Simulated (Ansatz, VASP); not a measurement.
Two plane-wave programs on C

```
C
1.0
     2.46488    0.00000    0.00308
    -1.23244    2.13465   -0.00154
     0.02576    0.00000   20.60609
C
12
Direct
  0.66667 0.33333 0.95199
  0.66667 0.33333 0.45201
  0.66667 0.33333 0.77932
  0.66667 0.33333 0.27934
  0.00000 0.00000 0.61567
  0.33333 0.66667 0.27932
  0.00000 0.00000 0.11567
  0.66667 0.33333 0.61567
  0.33333 0.66667 0.77934
  0.33333 0.66667 0.11567
  0.33333 0.66667 0.45199
  0.33333 0.66667 0.95201
```

Change from the starting cell: strain +0.0025 x Voigt [0, 0, 0, 0, 1, 0], atoms carried along.

Alike in both runs: task single point; functional PBE; dispersion D3(BJ); k mesh 18 × 18 × 2; occupations gaussian, width 0.15 eV; no spin polarisation.

|  | VASP | Ansatz |
| --- | --- | --- |
| version | VASP 6.6.1 | Ansatz 0.2.0 |
| potentials or method | VASP PAW PBE potentials, release 64 (C), cutoff 520 eV | scalar-relativistic, plane waves, PAW |
| valence electrons in the cell | 48 | 48 |

Ansatz gave:

* gap on the k mesh at the Fermi level (eV): none
* pressure (GPa): 0.0
* traceless stress, the component that is largest in VASP (GPa): -0.01

Estimate VASP's values.

gap on the k mesh at the Fermi level (eV): none; pressure (GPa): 0.4; traceless stress, the component that is largest in VASP (GPa): -0.52.

A gap of «none» marks a metal or a gap that the smearing closes.
